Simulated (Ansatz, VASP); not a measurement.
**Two plane-wave programs on TiTl2H4**

```xyz
7
Lattice="-3.0751 3.0751 2.5125 3.0751 -3.0751 2.5125 3.0751 3.0751 -2.5125" Properties=species:S:1:pos:R:3 pbc="T T T"
Ti    0.0000    0.0000    0.0000
Tl    0.0000    3.0751    1.2562
Tl    3.0751    0.0000    1.2562
H     1.8635    1.8635    0.0000
H     1.2116   -1.2116    2.5125
H     1.2116    1.2116    2.5125
H    -1.2116    1.2116    2.5125
```

Alike in both runs: task single point; functional PBE; k mesh 6 × 6 × 6; occupations gaussian, width 0.1 eV; no spin polarisation.

|  | VASP | Ansatz |
| --- | --- | --- |
| version | VASP 6.6.1 | Ansatz 0.2.0 |
| potentials or method | VASP PAW PBE potentials, release 64 (Ti_sv, Tl_d, H), cutoff 520 eV | scalar-relativistic, plane waves, PAW |
| valence electrons in the cell | 42 | 42 |

VASP gave:

```
gap on the k mesh at the Fermi level (eV)                     : none
pressure (GPa)                                                : 5.9
traceless stress, the component that is largest in VASP (GPa) : 23.93
rms of the force components (eV/Å)                            : 0.210
```

Problem. What did Ansatz give for the same quantities?

Solution. gap on the k mesh at the Fermi level (eV): none; pressure (GPa): 6.0; traceless stress, the component that is largest in VASP (GPa): 23.96; rms of the force components (eV/Å): 0.210.

Atom by atom the forces differ by 0.000 eV/Å (rms over components). A gap of «none» marks a metal or a gap that the smearing closes.

Spin-orbit coupling is off throughout.
